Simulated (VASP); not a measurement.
A run of VASP 6.6.1 is set up as follows.

Contents of POSCAR:

```
Al2Au
1.0
    0.0000000000      3.0000000000      3.0000000000
    3.0000000000      0.0000000000      3.0000000000
    3.0000000000      3.0000000000      0.0000000000
Au Al
1 2
Direct
    0.0000000000      0.0000000000      0.0000000000
    0.7500000000      0.7500000000      0.7500000000
    0.2500000000      0.2500000000      0.2500000000
```

Contents of INCAR.step1:

```
PREC = Accurate ; ENCUT = 520
EDIFF = 1E-5 ; ISMEAR = -1
SIGMA = 0.05 ; LREAL = False
LASPH = True ; NELM = 60
ALGO = Normal ; ISIF = 2
LWAVE = True ; GGA = PE
NBANDS = 16
```

The input INCAR.step2:

```
PREC = Accurate ; ENCUT = 520
EDIFF = 1E-6 ; ISMEAR = -1
SIGMA = 0.05 ; LREAL = False
LASPH = True ; NELM = 60
ALGO = Normal ; ISIF = 2
LWAVE = False ; LCHARG = True
GGA = PE ; LHFCALC = True
AEXX = 0.25 ; PRECFOCK = Normal
LELF = True ; LVHAR = True
ISTART = 1 ; NBANDS = 16
```

Contents of KPOINTS:

```
Automatic mesh
0
Gamma
  4 4 4
```

Potentials or basis: VASP PAW PBE potentials, release 64 (Au, Al).

Launch:

```sh
$ cat potpaw_PBE.64/Au/POTCAR potpaw_PBE.64/Al/POTCAR > POTCAR
$ cp INCAR.step1 INCAR
$ mpirun -np 1 vasp_std > vasp.out
$ cp INCAR.step2 INCAR
$ mpirun -np 1 vasp_std > vasp.out
```

Problem. Estimate the band gap on the k mesh.

Solution. Zero (an odd number of electrons rules out a gap without spin polarisation).

Problem. Predict the pressure.

Solution. -0.2 GPa.

Caveat: the k points lie up to 0.45 Å⁻¹ apart, too coarse for converged energies and pressures of a metal; the PAW data sets were made with another functional, which shifts forces and pressure a little; spin-orbit coupling is left out, which moves the levels of the heavy elements.
